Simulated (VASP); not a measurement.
Wanted: the native input for a VASP 6.6.1 run.

```yaml
Task: single point
Functional: PBE
Potentials_or_basis: VASP PAW PBE potentials, release 64 (Sb)
Cutoff: 520 eV
k_mesh: 12 × 12 × 12
Occupations: fermi-dirac, width 0.05 eV
Spin: no spin polarisation
Dipole_correction: no
Further_INCAR_settings: ALGO = Normal; EDIFF = 1e-06; NBANDS = 8
```

The structure of Sb lies in POSCAR:

```
Sb
1.0
   -1.5443568632      1.5443568632      2.6565772150
    1.5443568632     -1.5443568632      2.6565772150
    1.5443568632      1.5443568632     -2.6565772150
Sb
1
Direct
    0.0000000000      0.0000000000      0.0000000000
```

These files were run (other wordings do the same):

INCAR

```
PREC = Accurate
ENCUT = 520
EDIFF = 1E-6
ISMEAR = -1
SIGMA = 0.05
LREAL = F
LASPH = T
NELM = 80
ALGO = Normal
ISIF = 2
LWAVE = F
LCHARG = T
GGA = PE
LELF = T
LVHAR = T
NBANDS = 8
```

KPOINTS

```
Automatic mesh
0
Gamma
  12 12 12
```

Potentials or basis: VASP PAW PBE potentials, release 64 (Sb).

Command:

```sh
$ cat potpaw_PBE.64/Sb/POTCAR > POTCAR
$ mpirun -np 1 vasp_std > vasp.out
```

It gave:

| Item | Value |
| --- | --- |
| Pressure | 6.5 GPa |

Run time: 20 s on 1 thread of AMD EPYC 7R13 Processor (Zen 3) (shared host), peak memory 0.15 GiB.
